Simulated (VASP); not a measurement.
Ir: single point with LDA

Ir:

```
Ir
1.0
     0.00000    1.95508    1.80982
     1.95508    0.00000    1.80982
     1.95508    1.95508    0.00000
Ir
1
Direct
  0.00000 0.00000 0.00000
```

This cell differs from its parent crystal: volume 13.835 Å^3 an atom, c/a of the conventional cell 0.9257.

```
Program                : VASP 6.6.1
Task                   : single point
Functional             : LDA
Potentials or basis    : VASP PAW LDA potentials, release 64 (Ir)
Cutoff                 : 520 eV
k mesh                 : 22 × 22 × 22
Occupations            : gaussian, width 0.15 eV
Spin                   : no spin polarisation
Dipole correction      : no
Further INCAR settings : ALGO = Fast; EDIFF = 1e-06; NBANDS = 10
```

```json
{
 "Pressure": "4.0 GPa"
}
```

Stress tensor (GPa, compression positive):
```
-5.49  0.00  0.00
 0.00 -5.49  0.00
 0.00  0.00 23.10
```

Levels at points of the mesh, in eV from the Fermi level:
| k point | band 2 | band 3 | band 4 | band 5 | band 6 | band 7 |
| --- | --- | --- | --- | --- | --- | --- |
| (0.00, 0.00, 0.00) | -4.29 | -4.29 | -3.31 | -1.88 | -0.59 | 14.45 |
| (0.50, 0.00, 0.00) | -4.65 | -3.50 | -0.71 | 0.65 | 1.30 | 7.60 |
| (0.50, 0.50, 0.00) | -7.64 | 0.93 | 1.62 | 1.62 | 2.95 | 10.92 |
| (0.50, 0.00, 0.50) | -7.48 | 0.90 | 1.05 | 1.25 | 1.99 | 10.21 |

It took 56 s on 1 thread of Intel(R) Xeon(R) 6975P-C (Granite Rapids), on a shared host, peak memory 0.23 GiB.

Caveat: spin-orbit coupling is left out, which moves the levels of the heavy elements.
